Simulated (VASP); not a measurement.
# Cd3O2 (P4mm) in VASP: relaxation of cell and atoms with PBE

Aim: the relaxation of cell and atoms of Cd3O2 with PBE.

All numbers are computed with VASP 6.6.1; they aren't measurements. Logs are shortened: lines on timing, memory, paths and dates and some standing lists are left out, and cuts for length are marked.

### 1 The cell of the first run

Symmetry: P4mm, No. 99, tetragonal system. The conventional cell has a = 3.818 Å, b = 3.818 Å, c = 5.624 Å, α = 90.00°, β = 90.00°, γ = 90.00°. Within 3.2 Å of Cd (site symmetry 2mm) lie 4 O at 2.45 to 2.53 Å and 6 Cd at 2.47 to 2.70 Å. Cd (site symmetry 4mm) has 4 Cd at 2.47 Å and 6 O at 2.52 to 3.10 Å within 3.3 Å. Within 3.2 Å of O (site symmetry 4mm) lie 6 Cd at 2.45 to 3.10 Å. Within 3.3 Å of O (site symmetry 4mm) lie 8 Cd at 2.53 to 2.70 Å.

The cell was generated, and may not be a known phase.

### 2 Relaxation of cell and atoms, PBE

Input file INCAR:

```
SYSTEM = Cd3O2
ALGO = Normal
EDIFF = 1E-7
EDIFFG = -0.08
ENCUT = 700
GGA = PE
GGA_COMPAT = .FALSE.
IBRION = 2
ISIF = 3
ISMEAR = 0
LASPH = .TRUE.
LCHARG = .FALSE.
LREAL = .FALSE.
LWAVE = .FALSE.
NELM = 120
NELMIN = 4
NSW = 36
PREC = Accurate
SIGMA = 0.2
```

Input file KPOINTS:

```
k-points
0
G
  4 4 3
  0 0 0
```

Input file POSCAR:

```
Cd3O2
1.0
    3.8180799900      0.0000000000      0.0000000000
    0.0000000000      3.8180799900      0.0000000000
    0.0000000000      0.0000000000      5.6235692100
Cd O
3 2
Direct
    0.5000000000      0.0000000000      0.9934612500
    0.0000000000      0.5000000000      0.9934612500
    0.0000000000      0.0000000000      0.2721384500
    0.0000000000      0.0000000000      0.7211286400
    0.5000000000      0.5000000000      0.2898103300
```

Potentials or basis: VASP PAW PBE potentials, release 64 (Cd_sv_GW, O).

The run is started by

```
$ cat potpaw_PBE.64/Cd_sv_GW/POTCAR potpaw_PBE.64/O/POTCAR > POTCAR
$ mpirun -np 1 vasp_std > vasp.out
```

OUTCAR:

```text
SYSTEM = Cd3O2
   EDIFF = 1E-7
   EDIFFG = -0.08
   ENCUT = 700
   GGA = PE
   IBRION = 2
   ISIF = 3
   ISMEAR = 0
   LASPH = .TRUE.
   LREAL = .FALSE.
   NELM = 120
   NELMIN = 4
   NSW = 36
   PREC = Accurate

 ion  position               nearest neighbor table
   1  0.500  0.000  0.993-   3 2.47   3 2.47
   2  0.000  0.500  0.993-   3 2.47   3 2.47
   3  0.000  0.000  0.272-   1 2.47   2 2.47   2 2.47   1 2.47
   4  0.000  0.000  0.721-
   5  0.500  0.500  0.290-

  LATTYP: Found a simple tetragonal cell.
 ALAT       =     3.8180799900
 C/A-ratio  =     1.4728788356

  Lattice vectors:

 A1 = (   3.8180799900,   0.0000000000,   0.0000000000)
 A2 = (   0.0000000000,   3.8180799900,   0.0000000000)
 A3 = (   0.0000000000,   0.0000000000,   5.6235692100)

Analysis of symmetry for initial positions (statically):
=====================================================================
 Subroutine PRICEL returns:
 Original cell was already a primitive cell.

 Routine SETGRP: Setting up the symmetry group for a
 simple tetragonal supercell.

 Subroutine GETGRP returns: Found  8 space group operations
 (whereof  8 operations were pure point group operations)
 out of a pool of 16 trial point group operations.

The static configuration has the point symmetry C_4v.

Analysis of symmetry for dynamics (positions and initial velocities):
=====================================================================
 Subroutine PRICEL returns:
 Original cell was already a primitive cell.

 Routine SETGRP: Setting up the symmetry group for a
 simple tetragonal supercell.

 Subroutine GETGRP returns: Found  8 space group operations
 (whereof  8 operations were pure point group operations)
 out of a pool of 16 trial point group operations.

The dynamic configuration has the point symmetry C_4v.

 Subroutine INISYM returns: Found  8 space group operations
 (whereof  8 operations are pure point group operations),
 and found     1 'primitive' translations

----------------------------------------------------------------------------------------

                                     Primitive cell

  volume of cell :      81.9789

  direct lattice vectors                    reciprocal lattice vectors
     3.818079990  0.000000000  0.000000000     0.261911747  0.000000000  0.000000000
     0.000000000  3.818079990  0.000000000     0.000000000  0.261911747  0.000000000
     0.000000000  0.000000000  5.623569210     0.000000000  0.000000000  0.177823009

  length of vectors
     3.818079990  3.818079990  5.623569210     0.261911747  0.261911747  0.177823009

  position of ions in fractional coordinates (direct lattice)
     0.500000000  0.000000000  0.993461250
     0.000000000  0.500000000  0.993461250
     0.000000000  0.000000000  0.272138450
     0.000000000  0.000000000  0.721128640
     0.500000000  0.500000000  0.289810330

  ion indices of the primitive-cell ions
   primitive index   ion index
                 1           1
                 2           2
                 3           3
                 4           4
                 5           5

----------------------------------------------------------------------------------------

 KPOINTS: k-points

Automatic generation of k-mesh.
 Grid dimensions read from file:
 generate k-points for:    4    4    3

 Generating k-lattice:

  Cartesian coordinates                     Fractional coordinates (reciprocal lattice)
     0.065477937  0.000000000  0.000000000     0.250000000  0.000000000  0.000000000
     0.000000000  0.065477937  0.000000000     0.000000000  0.250000000  0.000000000
     0.000000000  0.000000000  0.059274336     0.000000000  0.000000000  0.333333333

  Length of vectors
     0.065477937  0.065477937  0.059274336

  Shift w.r.t. Gamma in fractional coordinates (k-lattice)
     0.000000000  0.000000000  0.000000000

 Subroutine IBZKPT returns following result:
 ===========================================

 Found     12 irreducible k-points:

 Following reciprocal coordinates:
            Coordinates               Weight
  0.000000  0.000000  0.000000      1.000000
  0.250000  0.000000  0.000000      4.000000
  0.500000  0.000000  0.000000      2.000000
  0.250000  0.250000  0.000000      4.000000
  0.500000  0.250000  0.000000      4.000000
  0.500000  0.500000  0.000000      1.000000
  0.000000  0.000000  0.333333      2.000000
  0.250000  0.000000  0.333333      8.000000
  0.500000  0.000000  0.333333      4.000000
  0.250000  0.250000  0.333333      8.000000
  0.500000  0.250000  0.333333      8.000000
  0.500000  0.500000  0.333333      2.000000
   k-points           NKPTS =     12   k-points in BZ     NKDIM =     12   number of bands    NBANDS=     43
   number of dos      NEDOS =    301   number of ions     NIONS =      5
   total plane-waves  NPLWV =  64800
   dimension x,y,z NGX =    36 NGY =   36 NGZ =   50
   dimension x,y,z NGXF=    72 NGYF=   72 NGZF=  100
   ions per type =               3   2
   NGX,Y,Z   is equivalent  to a cutoff of  15.68, 15.68, 14.78 a.u.
   NGXF,Y,Z  is equivalent  to a cutoff of  31.35, 31.35, 29.56 a.u.
 SYSTEM =  Cd3O2
   PREC   = accura    normal or accurate (medium, high low for compatibility)
   ISTART =      0    job   : 0-new  1-cont  2-samecut
   ICHARG =      2    charge: 1-file 2-atom 10-const
   ISPIN  =      1    spin polarized calculation?
   LNONCOLLINEAR =      F non collinear calculations
   LSORBIT =      F    spin-orbit coupling
   LASPH  =      T    aspherical Exc in radial PAW
   ENCUT  =  700.0 eV  51.45 Ry    7.17 a.u.   8.24  8.24 12.13*2*pi/ulx,y,z
   NELM   =    120;   NELMIN=  4; NELMDL= -5     # of ELM steps
   EDIFF  = 0.1E-06   stopping-criterion for ELM
   LREAL  =      F    real-space projection
   EDIFFG = -.8E-01   stopping-criterion for IOM
   NSW    =     36    number of steps for IOM
   IBRION =      2    ionic relax: 0-MD 1-quasi-New 2-CG
   NFREE  =      1    steps in history (QN), initial steepest desc. (CG)
   ISIF   =      3    stress and relaxation
   ISYM   =      2    0-nonsym 1-usesym 2-fastsym
   POTIM  = 0.5000    time-step for ionic-motion
   TEBEG  =    0.0;   TEEND  =   0.0 temperature during run
   PSTRESS=    0.0 pullay stress
   NELECT =      72.0000    total number of electrons
   NUPDOWN=      -1.0000    fix difference up-down
   EMIN   =  10.00;   EMAX   =-10.00  energy-range for DOS
   EFERMI =   0.00;   METHOD = LEGACY
   ISMEAR =     0;   SIGMA  =   0.20  broadening in eV -4-tet -1-fermi 0-gaus
   EFERMI_NEDOS =   21; number of points for ismear=-14 and -15
   IALGO  =     38    algorithm
   IMIX   =      4    mixing-type and parameters
     AMIX     =   0.40;   BMIX     =  1.00
     AMIX_MAG =   1.60;   BMIX_MAG =  1.00
  volume/ion in A,a.u.               =      16.40       110.64
  Fermi-wavevector in a.u.,A,eV,Ry     =   1.567779  2.962674 33.442200  2.457932
  Thomas-Fermi vector in A             =   2.669909
   LORBIT       =      0    0 simple, 1 ext, 2 COOP (PROOUT), +10 PAW based schemes
   GGA     = PE    functional components
   LHFCALC =     F    Hartree Fock is set to
   AEXX    =    0.0000 exact exchange contribution
   IVDW    =     0    specifies the selected vdW correction
   LEPSILON=     F    determine dielectric tensor
   LRPA    =     F    only Hartree local field effects (RPA)
 conjugate gradient relaxation of ions
 non-spin polarized calculation
 Gauss-broadening in eV      SIGMA  =   0.20
  energy-cutoff  :      700.00
  volume of cell :       81.98
 maximum number of plane-waves:      3472
 NGX is ok and might be reduce to    36
   NGX = 17   NGY = 17   NGZ = 25

--------------------------------------- Ionic step        1  -------------------------------------------

 number of electron      71.9999982 magnetization

 Free energy of the ion-electron system (eV)
  ---------------------------------------------------
  ext. energy  EPLUGINS =         0.00000000
  ---------------------------------------------------
  free energy    TOTEN  =       -11.16096570 eV

  energy without entropy =      -11.13100187  energy(sigma->0) =      -11.14598378

 E-fermi :   4.9522     XC(G=0): -10.7543

 val. band max:        4.8952362906   @ k =   0.5000   0.5000   0.3333
 cond. band min:       5.0177052427   @ k =   0.5000   0.0000   0.0000
 fundamental gap:      0.1224689521
 Fermi energy:         4.9522422634

 k-point     1 :       0.0000    0.0000    0.0000
  band No.  band energies     occupation
      1     -98.4196      2.00000
      2     -98.3975      2.00000
      3     -98.2575      2.00000
      4     -59.5951      2.00000
      5     -59.5951      2.00000
      6     -59.4676      2.00000
[... 651 lines left out ...]
  FREE ENERGIE OF THE ION-ELECTRON SYSTEM (eV)
  ---------------------------------------------------
  free  energy   TOTEN  =       -13.4584330944 eV

  energy  without entropy=      -13.4258754753  energy(sigma->0) =      -13.44215428

 E-fermi :   4.5783     XC(G=0): -10.2337

 val. band max:        4.4876185388   @ k =   0.5000   0.0000   0.3333
 cond. band min:       4.5946542181   @ k =   0.5000   0.2500   0.3333
 fundamental gap:      0.1070356793
 Fermi energy:         4.5783435198

 k-point     1 :       0.0000    0.0000    0.0000
  band No.  band energies     occupation
      1     -98.3534      2.00000
      2     -98.3464      2.00000
      3     -98.0277      2.00000
      4     -59.4499      2.00000
      5     -59.4499      2.00000
      6     -59.4082      2.00000
[... 541 lines left out ...]
     42       8.7812      0.00000
     43      12.0371      0.00000

[... ionic steps 4 to 18 ...]

--------------------------------------- Ionic step       19  -------------------------------------------

 number of electron      71.9999987 magnetization

------------------------ aborting loop because EDIFF is reached ----------------------------------------

  FORCE on cell =-STRESS in cart. coord.  units (eV):
  Direction    XX          YY          ZZ          XY          YZ          ZX
  --------------------------------------------------------------------------------------
  -------------------------------------------------------------------------------------
  Total        0.0525647      0.0525647     -0.1033433      0.0000000      0.0000000      0.0000000
  in kB        0.7784290      0.7784290     -1.5304070      0.0000000      0.0000000      0.0000000
  external PRESSURE =       0.0088170 kB  Pullay stress =       0.0000000 kB
[... 63 lines left out ...]
  energy  without entropy=      -15.0918014861  energy(sigma->0) =      -15.09575065

--------------------------------------- Ionic step       21  -------------------------------------------

 number of electron      71.9999984 magnetization

 Free energy of the ion-electron system (eV)
  ---------------------------------------------------
  ext. energy  EPLUGINS =         0.00000000
  ---------------------------------------------------
  free energy    TOTEN  =       -15.10099930 eV

  energy without entropy =      -15.09301564  energy(sigma->0) =      -15.09700747

 E-fermi :   3.1657     XC(G=0):  -9.2319

 val. band max:        3.0332172232   @ k =   0.5000   0.5000   0.3333
 cond. band min:       3.3596660874   @ k =   0.5000   0.0000   0.3333
 fundamental gap:      0.3264488642
 Fermi energy:         3.1656934472

 k-point     1 :       0.0000    0.0000    0.0000
  band No.  band energies     occupation
      1     -99.1228      2.00000
      2     -99.1204      2.00000
      3     -99.1017      2.00000
      4     -60.2870      2.00000
      5     -60.2834      2.00000
      6     -60.1973      2.00000
[... 573 lines left out ...]
  FREE ENERGIE OF THE ION-ELECTRON SYSTEM (eV)
  ---------------------------------------------------
  free  energy   TOTEN  =       -15.1009993006 eV

  energy  without entropy=      -15.0930156439  energy(sigma->0) =      -15.09700747

 reached required accuracy - stopping structural energy minimisation
```

Run time: 26 min. Hardware: 1 thread of Intel Xeon Platinum 8259CL at 2.50GHz (Skylake/Cascade Lake), shared host; peak memory 0.3 GiB.

Results:

| Property | Result |
| --- | --- |
| Free energy | -15.1010 eV |
| Relaxed volume | 21.71 Å³/atom |
| Relaxed cell | a = 4.357 Å, b = 4.357 Å, c = 5.719 Å, α = 90.00°, β = 90.00°, γ = 90.00° |
| Space group after relaxing (to 0.1 Å) | P4mm (No. 99) |
| Energy gained by relaxing | 788.0 meV/atom |
| Ionic steps | 21 |
| Pressure after relaxing | -0.1 GPa |
| Largest force after relaxing | 0.057 eV/Å |
| Band gap on the k mesh | 0.33 eV (least direct gap 0.78 eV) |

Forces on the atoms (eV/Å):
```
Cd   0.000  0.000  0.017
Cd   0.000  0.000  0.017
Cd   0.000  0.000  0.025
O    0.000  0.000 -0.003
O    0.000  0.000 -0.057
```

The path:
```tsv
step	energy change (eV)	largest force (eV/Å)	pressure (GPa)	volume (Å³)
1	0.0000	8.4328	19.05	81.98
2	-2.1005	1.5305	-9.48	107.21
3	-2.2975	1.9387	-6.12	98.83
4	-2.7864	1.2237	-0.80	91.20
5	-2.8093	1.1432	1.27	89.26
6	-2.9278	1.0559	1.59	89.45
7	-3.0964	0.8685	3.62	89.99
8	-3.1913	0.8861	2.51	91.84
9	-3.4240	1.0445	-0.23	97.53
10	-3.6459	0.9966	-4.33	109.57
11	-3.7184	0.8144	-4.05	110.31
12	-3.8358	0.3362	-3.60	112.54
13	-3.8464	0.2911	-3.61	113.34
14	-3.9201	0.1966	-1.39	109.44
15	-3.9320	0.1317	0.01	107.36
16	-3.9320	0.1272	0.09	107.24
17	-3.9331	0.1126	0.08	107.34
18	-3.9357	0.0937	0.05	107.62
19	-3.9385	0.1108	0.00	108.19
20	-3.9387	0.1165	-0.01	108.43
21	-3.9400	0.0571	-0.06	108.56
```

Final structure:
```
CELL_PARAMETERS angstrom
4.35676 0.00000 0.00000
0.00000 4.35676 0.00000
0.00000 0.00000 5.71927
ATOMIC_POSITIONS crystal
Cd 0.50000 0.00000 0.98434
Cd 0.00000 0.50000 0.98434
Cd 0.00000 0.00000 0.42997
O 0.00000 0.00000 0.82126
O 0.50000 0.50000 0.05009
```

Caveat: the volume moved by over 15 % at a fixed basis, so the end points are rough; the relaxation stopped at a loose force limit of 0.08 eV/Å, so its end isn't a converged minimum.
